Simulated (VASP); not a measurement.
# CdS: single point with PBE+D3(BJ)

CdS:

```xyz
2
Lattice="0.0000 2.9100 2.9100 2.9100 0.0000 2.9100 2.9100 2.9100 0.0000" Properties=species:S:1:pos:R:3 pbc="T T T"
Cd    0.0000    0.0000    0.0000
S     4.3650    4.3650    4.3650
```

| Item | Value |
| --- | --- |
| Program | VASP 6.6.1 |
| Task | single point |
| Functional | PBE |
| Dispersion | D3(BJ) |
| Potentials or basis | VASP PAW PBE potentials, release 64 (Cd, S) |
| Cutoff | 520 eV |
| k mesh | 6 × 6 × 6 |
| Occupations | gaussian, width 0.1 eV |
| Spin | no spin polarisation |

```json
{
 "Pressure": "1.4 GPa",
 "Band gap on the k mesh": "1.16 eV, direct",
 "Dispersion energy per atom": "-0.309 eV"
}
```

Levels at points of the mesh, in eV from the valence-band top:
| k point | band 7 | band 8 | band 9 | band 10 | band 11 | band 12 |
| --- | --- | --- | --- | --- | --- | --- |
| (0.00, 0.00, 0.00) | 0.00 | 0.00 | 0.00 | 1.16 | 6.54 | 6.54 |
| (0.50, 0.00, 0.00) | -4.45 | -0.76 | -0.76 | 3.02 | 7.01 | 7.01 |
| (0.50, 0.50, 0.00) | -3.98 | -1.90 | -1.90 | 3.54 | 4.36 | 9.26 |

Wall time 9.5 s on 1 thread of AMD EPYC 9R45 96-Core Processor (Zen 5) (shared host), peak memory 0.15 GiB.
